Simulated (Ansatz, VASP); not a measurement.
# Two plane-wave programs on Ca

The input INCAR:

```
PREC = Accurate
ENCUT = 520
EDIFF = 1E-7
ISMEAR = 0
SIGMA = 0.1
LREAL = F
LASPH = T
NELM = 100
ALGO = Normal
ISIF = 2
LWAVE = F
LCHARG = F
GGA = PE
NBANDS = 17
```

Contents of KPOINTS:

```
Automatic mesh
0
Gamma
  12 12 8
```

The input POSCAR:

```
Ca
1.0
    4.0451919127      0.0000000000      0.0000000000
   -2.0225959564      3.5032389596      0.0000000000
    0.0000000000      0.0000000000      6.5289976000
Ca
2
Direct
    0.3333333333      0.6666666667      0.2500000000
    0.6666666667      0.3333333333      0.7500000000
```

Input for Ansatz:

```yaml
crystal:
  lattice:
    - [4.0451919127, 0.0, 0.0]
    - [-2.0225959564, 3.5032389596, 0.0]
    - [0.0, 0.0, 6.5289976]
  atoms:
    - { symbol: Ca, position: [0.3333333333, 0.6666666667, 0.25] }
    - { symbol: Ca, position: [0.6666666667, 0.3333333333, 0.75] }
basis:
  ecutwfc: 420
kpoints:
  mp_grid: { grid: [12, 12, 8] }
hamiltonian:
  xc: pbe
scf:
  occupations: { method: gaussian, width: 0.1 }
output:
  forces: true
  stress: true
  eigenvalues: true
  populations: true
```

Alike in both runs: task single point; functional PBE; k mesh 12 × 12 × 8; occupations gaussian, width 0.1 eV; no spin polarisation.

|  | VASP | Ansatz |
| --- | --- | --- |
| version | VASP 6.6.1 | Ansatz 0.2.0 |
| potentials or method | VASP PAW PBE potentials, release 64 (Ca_sv), cutoff 520 eV | scalar-relativistic, plane waves, PAW |
| valence electrons in the cell | 20 | 20 |

```tsv
	VASP	Ansatz	Ansatz less VASP
gap on the k mesh at the Fermi level (eV)	none	none	-
pressure (GPa)	-1.3	-1.3	-0.01
traceless stress, the component that is largest in VASP (GPa)	0.25	0.25	-0.002
```

A gap of «none» marks a metal or a gap that the smearing closes. The functional is the same, so the differences come from potentials, cutoffs and numerics.
